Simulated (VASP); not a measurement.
## AlO2: relaxation of cell and atoms with PBE

AlO2:

```xyz
6
Lattice="0.0000 3.3953 3.3953 3.3953 0.0000 3.3953 3.3953 3.3953 0.0000" Properties=species:S:1:pos:R:3 pbc="T T T"
Al    1.6976    1.6976    1.6976
Al    0.0000    0.0000    0.0000
O     2.5465    4.2441    2.5465
O     2.5465    2.5465    4.2441
O     4.2441    2.5465    2.5465
O     4.2441    4.2441    4.2441
```

* Program: VASP 6.6.1
* Task: relaxation of cell and atoms
* Functional: PBE
* Potentials or basis: VASP PAW PBE potentials, release 64 (Al, O)
* Cutoff: 600 eV
* k mesh: 4 × 4 × 4
* Occupations: gaussian, width 0.1 eV
* Spin: collinear spin, ferromagnetic start
* Starting moments: [0.0, 0.0, 1.0, 1.0, 1.0, 1.0] μB
* Dipole correction: no
* Further INCAR settings: ALGO = Normal; EDIFF = 1e-06; IBRION = 2; EDIFFG = -0.04; NSW = 90; ISIF = 3

```yaml
Relaxed_volume: 10.14 Å³/atom
Relaxed_cell: a = 4.414 Å, b = 4.414 Å, c = 4.414 Å, α = 60.00°, β = 60.00°, γ = 60.00°
Space_group_after_relaxing_to_0.05_Å: Fd-3m (No. 227)
Energy_gained_by_relaxing: 140.5 meV/atom
Ionic_steps: 5
Pressure_after_relaxing: -0.1 GPa
Net_moment: 0.38 μB per cell
Site_moments: Al -0.02; O +0.11 μB
Valence_electrons_inside_the_program's_atomic_spheres: Al 0.63; O 4.75
```

Step by step:
```csv
step,energy change (eV),largest force (eV/Å),pressure (GPa),volume (Å³)
1,0.0000,0.0000,-10.17,78.28
2,-0.4221,0.0000,-5.50,69.27
3,-0.8382,0.0000,-1.76,61.62
4,-0.8134,0.0000,4.79,58.75
5,-0.8428,0.0000,-0.12,60.81
```

Final structure:
```xyz
6
Lattice="0.0000 3.1212 3.1212 3.1212 0.0000 3.1212 3.1212 3.1212 0.0000" Properties=species:S:1:pos:R:3 pbc="T T T"
Al    1.5606    1.5606    1.5606
Al    0.0000    0.0000    0.0000
O     2.3409    3.9015    2.3409
O     2.3409    2.3409    3.9015
O     3.9015    2.3409    2.3409
O     3.9015    3.9015    3.9015
```

Levels at points of the mesh, in eV from the Fermi level:
Spin up:
| k point | band 11 | band 12 | band 13 | band 14 | band 15 | band 16 | band 17 | band 18 | band 19 | band 20 |
| --- | --- | --- | --- | --- | --- | --- | --- | --- | --- | --- |
| (0.00, 0.00, 0.00) | -4.46 | -0.20 | -0.20 | -0.20 | 0.63 | 0.63 | 0.63 | 1.40 | 1.40 | 1.40 |
| (0.50, 0.00, 0.00) | -2.62 | -2.62 | -2.41 | -1.80 | -0.16 | 0.54 | 0.55 | 0.55 | 3.70 | 3.70 |
| (0.50, 0.50, 0.00) | -2.52 | -2.52 | -2.35 | -2.35 | 0.45 | 0.45 | 0.89 | 0.89 | 3.56 | 3.56 |
Spin down:
```tsv
k point	band 11	band 12	band 13	band 14	band 15	band 16	band 17	band 18
(0.00, 0.00, 0.00)	-4.38	-0.07	-0.07	-0.07	1.05	1.05	1.05	1.31
(0.50, 0.00, 0.00)	-2.49	-2.49	-2.17	-1.71	-0.04	0.59	0.94	0.94
(0.50, 0.50, 0.00)	-2.42	-2.42	-2.15	-2.15	0.80	0.80	0.92	0.92
```

Run time: 3.5 min on 1 thread of AMD EPYC 7R13 Processor (Zen 3), with other jobs on the host, peak memory 0.25 GiB.

Caveat: the k points lie up to 0.44 Å⁻¹ apart in the final cell; the volume moved by over 15 % at a fixed basis, so the end points are rough.
